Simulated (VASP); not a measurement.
Input of a VASP 6.6.1 run:

The input INCAR:

```
SYSTEM = Mg8O9
  PREC = Accurate
  ENCUT = 520
  EDIFF = 1E-7
  ISMEAR = -1
  SIGMA = 0.05
  LREAL = Auto
  LASPH = .True.
  NELM = 150
  ALGO = Normal
  ISIF = 2
  LWAVE = .False.
  LCHARG = .False.
  ISPIN = 2
  MAGMOM = 0 0 0 0 0 0 0 0 0 0 0.33 0.33 0 0 0 0.33 0.72
  LORBIT = 11
  GGA = PE
  NBANDS = 53
```

The input KPOINTS:

```
Automatic mesh
0
Gamma
  2 2 2
  0 0 0
```

File POSCAR:

```
Mg8O9
1.0
    0.0000000000      3.8550000000      3.8550000000
    3.8550000000      0.0000000000      3.8550000000
    3.8550000000      3.8550000000      0.0000000000
Mg O
8 9
Direct
    0.0253566796     -0.0368741894      0.0123605707
   -0.0230739300      0.0972632944      0.4603242542
   -0.0019714656      0.5023346304     -0.0104020752
    0.0411413748      0.4710765240      0.4927885863
    0.5083398184      0.0096627756      0.0179896239
    0.5187937743     -0.0311413748      0.5064980545
    0.5188456550      0.4714007782      0.0000907912
    0.4752788586      0.5096498054      0.5103242542
    0.2612970169      0.2452399481      0.2511024643
    0.2390661479      0.2292088197      0.7682490272
    0.2928404669      0.7530739300      0.2106095979
    0.2872762646      0.7187159533      0.7635408560
    0.7550972763      0.2253955901      0.2443839170
    0.7501037613      0.2533722438      0.7495071336
    0.7525680934      0.7240856031      0.2776005188
    0.7184046693      0.7534760052      0.8000648508
   -0.0324643320      0.7532944228      0.5710376135
```

Potentials or basis: VASP PAW PBE potentials, release 64 (Mg, O).

Command:

```console
$ cat potpaw_PBE.64/Mg/POTCAR potpaw_PBE.64/O/POTCAR > POTCAR
$ mpirun -np 1 vasp_std > vasp.out
```

Problem. Estimate the band gap on the k mesh.

Solution. 6.01 eV.

Problem. Predict the pressure.

Solution. 125.8 GPa.

Problem. Predict the net moment.

Solution. 0.00 μB per cell.

Problem. Predict the largest force.

Solution. 7.181 eV/Å.

Stress tensor (GPa, compression positive):
```
140.06   1.92  -2.23
  1.92 107.68   0.01
 -2.23   0.01 129.51
```

Caveat: the k points lie up to 0.71 Å⁻¹ apart.
